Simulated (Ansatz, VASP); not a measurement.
**Two plane-wave programs on ZnGe2N2**

Contents of INCAR:

```
SYSTEM = ZnGe2N2
PREC = Accurate
ENCUT = 520
EDIFF = 1E-6
ISMEAR = 0
SIGMA = 0.1
LREAL = .FALSE.
LASPH = .TRUE.
NELM = 60
ALGO = Normal
ISIF = 2
LWAVE = .FALSE.
LCHARG = .FALSE.
GGA = PE
NBANDS = 33
```

Contents of KPOINTS:

```
Automatic mesh
0
G
  6 6 4
  0 0 0
```

The input POSCAR:

```
ZnGe2N2
1.0
    4.9383803800      0.0000000000      0.0000000000
   -2.4691901900      4.2767628700      0.0000000000
    0.0000000000      0.0000000000      4.2724389100
Zn Ge N
1 2 2
Direct
    0.3333333300      0.6666666700      0.5000000000
    0.0000000000      0.0000000000      0.0000000000
    0.0000000000      0.0000000000      0.5000000000
    0.6666666700      0.3333333300      0.5000000000
    0.3333333300      0.6666666700      0.0000000000
```

Input for Ansatz:

```yaml
crystal:
  lattice:
    - [4.93838038, 0.0, 0.0]
    - [-2.46919019, 4.27676287, 0.0]
    - [0.0, 0.0, 4.27243891]
  atoms:
    - { symbol: Zn, position: [0.33333333, 0.66666667, 0.5] }
    - { symbol: Ge, position: [0.0, 0.0, 0.0] }
    - { symbol: Ge, position: [0.0, 0.0, 0.5] }
    - { symbol: "N", position: [0.66666667, 0.33333333, 0.5] }
    - { symbol: "N", position: [0.33333333, 0.66666667, 0.0] }
basis:
  ecutwfc: 420
kpoints:
  mp_grid: { grid: [6, 6, 4] }
hamiltonian:
  xc: pbe
scf:
  occupations: { method: gaussian, width: 0.1 }
  lower_state_search: "off"
output:
  forces: true
  stress: true
  eigenvalues: true
```

Alike in both runs: task single point; functional PBE; k mesh 6 × 6 × 4; occupations gaussian, width 0.1 eV; no spin polarisation.

```csv
,VASP,Ansatz
version,VASP 6.6.1,Ansatz 0.2.0
potentials or method,"VASP PAW PBE potentials, release 64 (Zn, Ge_d, N), cutoff 520 eV","scalar-relativistic, plane waves, PAW"
valence electrons in the cell,50,50
```

|  | VASP | Ansatz | Ansatz less VASP |
| --- | --- | --- | --- |
| gap on the k mesh at the Fermi level (eV) | none | none | - |
| pressure (GPa) | -4.7 | -4.7 | -0.04 |
| traceless stress, the component that is largest in VASP (GPa) | 25.65 | 25.70 | +0.047 |

A gap of «none» marks a metal or a gap that the smearing closes.

The k mesh is coarse, so the values compare programs but aren't converged.
